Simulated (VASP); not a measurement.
Cu:

```
Cu
1.0
     0.00000    1.80750    1.80750
     1.80750    0.00000    1.80750
     1.80750    1.80750    0.00000
Cu
1
Direct
  0.00000 0.00000 0.00000
```

```yaml
Program: VASP 6.6.1
Task: relaxation of cell and atoms
Functional: r2SCAN
Potentials_or_basis: VASP PAW PBE potentials, release 64 (Cu)
Cutoff: 600 eV
k_mesh: 26 × 26 × 26
Occupations: fermi-dirac, width 0.1 eV
Spin: no spin polarisation
```

At the start: pressure -4.2 GPa; volume 11.81 Å³/atom.

Question: Where does the relaxation end?

Answer: Over 4 steps the energy falls by 4.3 meV/atom and the volume is 11.48 Å³/atom (-2.8 %); space group Fm-3m (No. 225, to 0.1 Å) before and after.

The path:
```tsv
step	energy change (eV)	largest force (eV/Å)	pressure (GPa)	volume (Å³)
1	0.0000	0.0000	-4.22	11.81
2	-0.0025	0.0000	2.92	11.29
3	-0.0043	0.0000	-0.09	11.49
4	-0.0043	0.0000	0.02	11.48
```

Final structure:
```yaml
crystal:
  lattice:
    - [0.00000, 1.79069, 1.79069]
    - [1.79069, 0.00000, 1.79069]
    - [1.79069, 1.79069, 0.00000]
  atoms:
    - { symbol: Cu, position: [0.00000, 0.00000, 0.00000] }
```

Caveat: the PAW data sets were made with another functional, which shifts forces and pressure a little.
